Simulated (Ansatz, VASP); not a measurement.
## One calculation of ZnS, two programs

INCAR

```
  PREC = Accurate
  ENCUT = 520
  EDIFF = 1E-7
  ISMEAR = 0
  SIGMA = 0.05
  LREAL = F
  LASPH = T
  NELM = 80
  ALGO = Normal
  ISIF = 2
  LWAVE = F
  LCHARG = F
  GGA = PE
  NBANDS = 46
```

Contents of KPOINTS:

```
regular mesh
0
Gamma
  9 9 4
```

File POSCAR:

```
ZnS
1.0
    3.8465705991      0.0000000000      0.0000000000
   -1.9232852995      3.3312278562      0.0000000000
    0.0000000000      0.0000000000     12.5895364177
Zn S
4 4
Direct
    0.0000000000      0.0000000000      0.0000492057
    0.0000000000      0.0000000000      0.5000492057
    0.3333333333      0.6666666667      0.2500242903
    0.6666666667      0.3333333333      0.7500242903
    0.0000000000      0.0000000000      0.1872905901
    0.0000000000      0.0000000000      0.6872905901
    0.3333333333      0.6666666667      0.4376359138
    0.6666666667      0.3333333333      0.9376359138
```

Input for Ansatz:

```yaml
crystal:
  lattice:
    - [3.8465705991, 0.0, 0.0]
    - [-1.9232852995, 3.3312278562, 0.0]
    - [0.0, 0.0, 12.5895364177]
  atoms:
    - { symbol: Zn, position: [0.0, 0.0, 4.92057e-05] }
    - { symbol: Zn, position: [0.0, 0.0, 0.5000492057] }
    - { symbol: Zn, position: [0.3333333333, 0.6666666667, 0.2500242903] }
    - { symbol: Zn, position: [0.6666666667, 0.3333333333, 0.7500242903] }
    - { symbol: S, position: [0.0, 0.0, 0.1872905901] }
    - { symbol: S, position: [0.0, 0.0, 0.6872905901] }
    - { symbol: S, position: [0.3333333333, 0.6666666667, 0.4376359138] }
    - { symbol: S, position: [0.6666666667, 0.3333333333, 0.9376359138] }
basis:
  ecutwfc: 520.0
kpoints:
  mp_grid: { grid: [9, 9, 4] }
hamiltonian:
  xc: pbe
scf:
  occupations: { method: gaussian, width: 0.05 }
output:
  forces: true
  stress: true
  eigenvalues: true
```

Alike in both runs: task single point; functional PBE; k mesh 9 × 9 × 4; occupations gaussian, width 0.05 eV; no spin polarisation.

|  | VASP | Ansatz |
| --- | --- | --- |
| version | VASP 6.6.1 | Ansatz 0.2.0 |
| potentials or method | VASP PAW PBE potentials, release 64 (Zn, S), cutoff 520 eV | scalar-relativistic, plane waves, PAW |
| valence electrons in the cell | 72 | 72 |

```csv
,VASP,Ansatz,Ansatz less VASP
gap on the k mesh at the Fermi level (eV),2.05,2.05,-0.002
least direct gap on the mesh (eV),2.05,2.05,-0.002
pressure (GPa),0.2,0.0,-0.16
```

The functional is the same, so the differences come from potentials, cutoffs and numerics.
